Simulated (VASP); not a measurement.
# Al3GaN4 (R3m) in VASP: single point with r2SCAN

Aim: the single point of Al3GaN4 with r2SCAN.

Everything below comes from runs of VASP 6.6.1. Logs are shortened: lines on timing, memory, paths and dates and some standing lists are left out, and cuts for length are marked.

### 1 The cell of the first run

It takes space group R3m (No. 160, trigonal). The conventional cell has a = 6.224 Å, b = 6.224 Å, c = 7.623 Å, α = 90.00°, β = 90.00°, γ = 120.00°. Within 2.5 Å of Al (site symmetry m) lie 4 N at 1.89 to 1.90 Å. Ga (site symmetry 3m) has 4 N at 1.93 to 2.00 Å within 2.6 Å. N (site symmetry m) has 3 Al at 1.89 to 1.90 Å and 1 Ga at 1.93 Å within 2.5 Å. Within 2.5 Å of N (site symmetry 3m) lie 3 Al at 1.89 Å and 1 Ga at 2.00 Å.

### 2 Single point, r2SCAN (mode 4 (254.0 1/cm) frozen in, largest displacement -0.075 Å)

POSCAR reads:

```
Al3GaN4
1.0
    4.4012372926      0.0000000000      0.0000000000
    0.0000000000      4.4012372926      0.0000000000
    0.0000000000      0.0000000000      4.4012372926
Al Ga N
3 1 4
Direct
    0.5034005322      0.5034005322      0.0116258874
    0.5034005322      0.0116258874      0.5034005322
    0.0116258874      0.5034005322      0.5034005322
   -0.0098384312     -0.0098384312     -0.0098384312
    0.7478275010      0.7478275010      0.2652255672
    0.7478275010      0.2652255672      0.7478275010
    0.2652255672      0.7478275010      0.7478275010
    0.2525967941      0.2525967941      0.2525967941
```

INCAR.step1 reads:

```
PREC = Accurate
ENCUT = 520
ISMEAR = 0
SIGMA = 0.05
LREAL = F
LASPH = T
NELM = 100
NBANDS = 31
GGA = PE
ALGO = Normal
EDIFF = 1E-4
LWAVE = T
LCHARG = F
```

INCAR.step2 reads:

```
PREC = Accurate
ENCUT = 520
EDIFF = 1E-6
ISMEAR = 0
SIGMA = 0.05
LREAL = F
LASPH = T
NELM = 100
ALGO = Normal
ISIF = 2
LWAVE = F
LCHARG = F
METAGGA = R2SCAN
LMIXTAU = T
NBANDS = 31
ISTART = 1
```

KPOINTS reads:

```
regular mesh
0
Gamma
  6 6 6
```

Potentials or basis: VASP PAW PBE potentials, release 64 (Al, Ga_d, N).

On the command line:

```console
$ cat potpaw_PBE.64/Al/POTCAR potpaw_PBE.64/Ga_d/POTCAR potpaw_PBE.64/N/POTCAR > POTCAR
$ cp INCAR.step1 INCAR
$ mpirun -np 1 vasp_std > vasp.out
$ cp INCAR.step2 INCAR
$ mpirun -np 1 vasp_std > vasp.out
```

OUTCAR:

```text
PREC = Accurate
   ENCUT = 520
   EDIFF = 1E-6
   ISMEAR = 0
   LREAL = F
   LASPH = T
   NELM = 100
   ISIF = 2
   METAGGA = R2SCAN
   ISTART = 1

 ion  position               nearest neighbor table
   1  0.503  0.503  0.012-   5 1.89   8 1.89   7 1.90   6 1.90   4 3.03   3 3.06   2 3.06   2 3.11
                             3 3.11   2 3.11   3 3.11   4 3.11   4 3.11   2 3.16   3 3.16
   2  0.503  0.012  0.503-   6 1.89   8 1.89   7 1.90   5 1.90   4 3.03   3 3.06   1 3.06   1 3.11
                             3 3.11   1 3.11   3 3.11   4 3.11   4 3.11   1 3.16   3 3.16
   3  0.012  0.503  0.503-   7 1.89   8 1.89   5 1.90   6 1.90   4 3.03   2 3.06   1 3.06   1 3.11
                             2 3.11   1 3.11   2 3.11   4 3.11   4 3.11   2 3.16   1 3.16
   4  0.990  0.990  0.990-   5 1.93   6 1.93   7 1.93   8 2.00   2 3.03   3 3.03   1 3.03   2 3.11
                             1 3.11   3 3.11   2 3.11   3 3.11   1 3.11
   5  0.748  0.748  0.265-   1 1.89   2 1.90   3 1.90   4 1.93
   6  0.748  0.265  0.748-   2 1.89   1 1.90   3 1.90   4 1.93
   7  0.265  0.748  0.748-   3 1.89   2 1.90   1 1.90   4 1.93
   8  0.253  0.253  0.253-   1 1.89   2 1.89   3 1.89   4 2.00

  LATTYP: Found a simple cubic cell.
 ALAT       =     4.4012372926

  Lattice vectors:

 A1 = (   4.4012372926,   0.0000000000,   0.0000000000)
 A2 = (   0.0000000000,   4.4012372926,   0.0000000000)
 A3 = (   0.0000000000,   0.0000000000,   4.4012372926)

Analysis of symmetry for initial positions (statically):
=====================================================================
 Subroutine PRICEL returns:
 Original cell was already a primitive cell.

 Routine SETGRP: Setting up the symmetry group for a
 simple cubic supercell.

 Subroutine GETGRP returns: Found  6 space group operations
 (whereof  6 operations were pure point group operations)
 out of a pool of 48 trial point group operations.

The static configuration has the point symmetry C_3v.

Analysis of symmetry for dynamics (positions and initial velocities):
=====================================================================
 Subroutine PRICEL returns:
 Original cell was already a primitive cell.

 Routine SETGRP: Setting up the symmetry group for a
 simple cubic supercell.

 Subroutine GETGRP returns: Found  6 space group operations
 (whereof  6 operations were pure point group operations)
 out of a pool of 48 trial point group operations.

The dynamic configuration has the point symmetry C_3v.

 Subroutine INISYM returns: Found  6 space group operations
 (whereof  6 operations are pure point group operations),
 and found     1 'primitive' translations

----------------------------------------------------------------------------------------

                                     Primitive cell

  volume of cell :      85.2559

  direct lattice vectors                    reciprocal lattice vectors
     4.401237293  0.000000000  0.000000000     0.227208835  0.000000000  0.000000000
     0.000000000  4.401237293  0.000000000     0.000000000  0.227208835  0.000000000
     0.000000000  0.000000000  4.401237293     0.000000000  0.000000000  0.227208835

  length of vectors
     4.401237293  4.401237293  4.401237293     0.227208835  0.227208835  0.227208835

  position of ions in fractional coordinates (direct lattice)
     0.503400532  0.503400532  0.011625887
     0.503400532  0.011625887  0.503400532
     0.011625887  0.503400532  0.503400532
     0.990161569  0.990161569  0.990161569
     0.747827501  0.747827501  0.265225567
     0.747827501  0.265225567  0.747827501
     0.265225567  0.747827501  0.747827501
     0.252596794  0.252596794  0.252596794

  ion indices of the primitive-cell ions
   primitive index   ion index
                 1           1
                 2           2
                 3           3
                 4           4
                 5           5
                 6           6
                 7           7
                 8           8

----------------------------------------------------------------------------------------

 KPOINTS: regular mesh

Automatic generation of k-mesh.
 Grid dimensions read from file:
 generate k-points for:    6    6    6

 Generating k-lattice:

  Cartesian coordinates                     Fractional coordinates (reciprocal lattice)
     0.037868139  0.000000000  0.000000000     0.166666667  0.000000000  0.000000000
     0.000000000  0.037868139  0.000000000     0.000000000  0.166666667  0.000000000
     0.000000000  0.000000000  0.037868139     0.000000000  0.000000000  0.166666667

  Length of vectors
     0.037868139  0.037868139  0.037868139

  Shift w.r.t. Gamma in fractional coordinates (k-lattice)
     0.000000000  0.000000000  0.000000000

 Subroutine IBZKPT returns following result:
 ===========================================

 Found     32 irreducible k-points:

 Following reciprocal coordinates:
            Coordinates               Weight
  0.000000  0.000000  0.000000      1.000000
  0.166667  0.000000  0.000000      6.000000
  0.333333  0.000000  0.000000      6.000000
  0.500000  0.000000  0.000000      3.000000
  0.166667  0.166667  0.000000      6.000000
 -0.166667  0.166667  0.000000      6.000000
[... 16 lines left out ...]
 -0.166667  0.333333  0.333333      6.000000
  0.500000  0.333333  0.166667     12.000000
 [... further k-points ...]
   k-points           NKPTS =     32   k-points in BZ     NKDIM =     32   number of bands    NBANDS=     31
   number of dos      NEDOS =    301   number of ions     NIONS =      8
   total plane-waves  NPLWV =  46656
   dimension x,y,z NGX =    36 NGY =   36 NGZ =   36
   dimension x,y,z NGXF=    72 NGYF=   72 NGZF=   72
   ions per type =               3   1   4
   NGX,Y,Z   is equivalent  to a cutoff of  13.60, 13.60, 13.60 a.u.
   NGXF,Y,Z  is equivalent  to a cutoff of  27.20, 27.20, 27.20 a.u.
 SYSTEM =  unknown system
   PREC   = accura    normal or accurate (medium, high low for compatibility)
   ISTART =      1    job   : 0-new  1-cont  2-samecut
   ICHARG =      0    charge: 1-file 2-atom 10-const
   ISPIN  =      1    spin polarized calculation?
   LNONCOLLINEAR =      F non collinear calculations
   LSORBIT =      F    spin-orbit coupling
   LASPH  =      T    aspherical Exc in radial PAW
   ENCUT  =  520.0 eV  38.22 Ry    6.18 a.u.   8.18  8.18  8.18*2*pi/ulx,y,z
   NELM   =    100;   NELMIN=  2; NELMDL=  0     # of ELM steps
   EDIFF  = 0.1E-05   stopping-criterion for ELM
   LREAL  =      F    real-space projection
   EDIFFG = 0.1E-04   stopping-criterion for IOM
   NSW    =      0    number of steps for IOM
   IBRION =     -1    ionic relax: 0-MD 1-quasi-New 2-CG
   NFREE  =      0    steps in history (QN), initial steepest desc. (CG)
   ISIF   =      2    stress and relaxation
   ISYM   =      2    0-nonsym 1-usesym 2-fastsym
   POTIM  = 0.5000    time-step for ionic-motion
   TEBEG  =    0.0;   TEEND  =   0.0 temperature during run
   PSTRESS=    0.0 pullay stress
   NELECT =      42.0000    total number of electrons
   NUPDOWN=      -1.0000    fix difference up-down
   EMIN   =  10.00;   EMAX   =-10.00  energy-range for DOS
   EFERMI =   0.00;   METHOD = LEGACY
   ISMEAR =     0;   SIGMA  =   0.05  broadening in eV -4-tet -1-fermi 0-gaus
   EFERMI_NEDOS =   21; number of points for ismear=-14 and -15
   IALGO  =     38    algorithm
   IMIX   =      4    mixing-type and parameters
     AMIX     =   0.40;   BMIX     =  1.00
     AMIX_MAG =   1.60;   BMIX_MAG =  1.00
  volume/ion in A,a.u.               =      10.66        71.92
  Fermi-wavevector in a.u.,A,eV,Ry     =   1.292954  2.443329 22.745275  1.671731
  Thomas-Fermi vector in A             =   2.424630
   LORBIT       =      0    0 simple, 1 ext, 2 COOP (PROOUT), +10 PAW based schemes
   METAGGA = R2SCAN    functional components
   LHFCALC =     F    Hartree Fock is set to
   AEXX    =    0.0000 exact exchange contribution
   IVDW    =     0    specifies the selected vdW correction
   LEPSILON=     F    determine dielectric tensor
   LRPA    =     F    only Hartree local field effects (RPA)
 non-spin polarized calculation
 Gauss-broadening in eV      SIGMA  =   0.05
  energy-cutoff  :      520.00
  volume of cell :       85.26
 maximum number of plane-waves:      2320
 NGX is ok and might be reduce to    36
   NGX = 17   NGY = 17   NGZ = 17

 number of electron      42.0000001 magnetization

 Free energy of the ion-electron system (eV)
  ---------------------------------------------------
  ext. energy  EPLUGINS =         0.00000000
  ---------------------------------------------------
  free energy    TOTEN  =       -79.35074636 eV

  energy without entropy =      -79.35074636  energy(sigma->0) =      -79.35074636

 E-fermi :   5.8064     XC(G=0): -11.7561

 val. band max:        5.4998079915   @ k =   0.0000   0.0000   0.0000
 cond. band min:       9.3058233085   @ k =   0.0000   0.0000   0.0000
 fundamental gap:      3.8060153170
 Fermi energy:         5.8063719744

 k-point     1 :       0.0000    0.0000    0.0000
  band No.  band energies     occupation
      1     -10.4880      2.00000
      2      -8.6194      2.00000
      3      -8.6194      2.00000
      4      -8.4704      2.00000
      5      -7.4902      2.00000
      6      -7.4902      2.00000
[... 23 lines left out ...]
     30      18.3305      0.00000
     31      18.3306      0.00000

 k-point     2 :       0.1667    0.0000    0.0000
  band No.  band energies     occupation
      1     -10.3612      2.00000
      2      -8.6921      2.00000
      3      -8.6232      2.00000
      4      -8.4932      2.00000
      5      -7.4888      2.00000
      6      -7.4857      2.00000
[... 23 lines left out ...]
     30      18.5185      0.00000
     31      18.5324      0.00000

 k-point     3 :       0.3333    0.0000    0.0000
  band No.  band energies     occupation
      1     -10.0055      2.00000
      2      -8.9768      2.00000
      3      -8.6306      2.00000
      4      -8.5228      2.00000
      5      -7.4860      2.00000
      6      -7.4736      2.00000
[... 23 lines left out ...]
     30      18.2852      0.00000
     31      18.8591      0.00000

 k-point     4 :       0.5000    0.0000    0.0000
  band No.  band energies     occupation
      1      -9.5905      2.00000
      2      -9.3754      2.00000
      3      -8.6342      2.00000
      4      -8.5333      2.00000
      5      -7.4845      2.00000
      6      -7.4592      2.00000
[... 23 lines left out ...]
     30      17.6021      0.00000
     31      17.9006      0.00000

 k-point     5 :       0.1667    0.1667    0.0000
  band No.  band energies     occupation
      1     -10.2405      2.00000
      2      -8.7267      2.00000
      3      -8.6560      2.00000
      4      -8.5063      2.00000
      5      -7.4859      2.00000
      6      -7.4824      2.00000
[... 23 lines left out ...]
     30      18.4586      0.00000
     31      18.5837      0.00000
[... 542 lines left out ...]
     30      17.3665      0.00000
     31      17.7252      0.00000

 k-point    22 :      -0.3333    0.3333    0.1667
  band No.  band energies     occupation
      1      -9.5422      2.00000
      2      -8.8867      2.00000
      3      -8.8604      2.00000
      4      -8.5842      2.00000
      5      -7.4713      2.00000
      6      -7.4641      2.00000
[... 23 lines left out ...]
     30      17.3449      0.00000
     31      17.7087      0.00000

 k-point    23 :      -0.1667    0.3333    0.3333
  band No.  band energies     occupation
      1      -9.5453      2.00000
      2      -8.9397      2.00000
      3      -8.7476      2.00000
      4      -8.6421      2.00000
      5      -7.4718      2.00000
      6      -7.4637      2.00000
[... 23 lines left out ...]
     30      17.3445      0.00000
     31      17.6519      0.00000

 k-point    24 :       0.5000    0.3333    0.1667
  band No.  band energies     occupation
      1      -9.2747      2.00000
      2      -9.1107      2.00000
      3      -8.8640      2.00000
      4      -8.5441      2.00000
      5      -7.4688      2.00000
      6      -7.4565      2.00000
[... 23 lines left out ...]
     30      17.2470      0.00000
     31      17.6020      0.00000

 [... further k-points ...]
[... 5 lines left out ...]
  --------------------------------------------------------------------------------------
  -------------------------------------------------------------------------------------
  Total       -0.0297712     -0.0297712     -0.0297712     -0.2482466     -0.2482466     -0.2482466
  in kB       -0.5594772     -0.5594772     -0.5594772     -4.6651913     -4.6651913     -4.6651913
  external PRESSURE =      -0.5594772 kB  Pullay stress =       0.0000000 kB

 VOLUME and BASIS-vectors are now :
 -----------------------------------------------------------------------------
  energy-cutoff  :      520.00
  volume of cell :       85.26
      direct lattice vectors                 reciprocal lattice vectors
     4.401237293  0.000000000  0.000000000     0.227208835  0.000000000  0.000000000
     0.000000000  4.401237293  0.000000000     0.000000000  0.227208835  0.000000000
     0.000000000  0.000000000  4.401237293     0.000000000  0.000000000  0.227208835

 POSITION                                       TOTAL-FORCE (eV/Angst)
 -----------------------------------------------------------------------------------
      2.21559      2.21559      0.05117        -0.101011     -0.101011     -0.325667
      2.21559      0.05117      2.21559        -0.101011     -0.325667     -0.101011
      0.05117      2.21559      2.21559        -0.325667     -0.101011     -0.101011
      4.35794      4.35794      4.35794         0.643145      0.643145      0.643145
      3.29137      3.29137      1.16732        -0.075438     -0.075438     -0.098506
      3.29137      1.16732      3.29137        -0.075438     -0.098506     -0.075438
      1.16732      3.29137      3.29137        -0.098506     -0.075438     -0.075438
      1.11174      1.11174      1.11174         0.133925      0.133925      0.133925
 -----------------------------------------------------------------------------------
    total drift:                               -0.012373     -0.012373     -0.012356

  FREE ENERGIE OF THE ION-ELECTRON SYSTEM (eV)
  ---------------------------------------------------
  free  energy   TOTEN  =       -79.3507463561 eV

  energy  without entropy=      -79.3507463561  energy(sigma->0) =      -79.35074636
```

Wall time 2.1 min (1 thread of Intel Xeon 6975P-C (Granite Rapids), shared host); peak memory 0.25 GiB.

Results:

| Item | Value |
| --- | --- |
| Free energy | -79.3507 eV |
| Pressure | -0.1 GPa |
| Largest force | 1.114 eV/Å |
| Band gap on the k mesh | 3.81 eV, direct |

Forces in eV/Å, atoms in the order of the input:
```
Al  -0.101 -0.101 -0.326
Al  -0.101 -0.326 -0.101
Al  -0.326 -0.101 -0.101
Ga   0.643  0.643  0.643
N   -0.075 -0.075 -0.099
N   -0.075 -0.099 -0.075
N   -0.099 -0.075 -0.075
N    0.134  0.134  0.134
```

Stress tensor (GPa, compression positive):
```
-0.06 -0.47 -0.47
-0.47 -0.06 -0.47
-0.47 -0.47 -0.06
```

Caveat: the cell differs from its parent crystal (mode 4 (254.0 1/cm) frozen in, largest displacement -0.075 Å); the PAW data sets were made with another functional, which shifts forces and pressure a little.
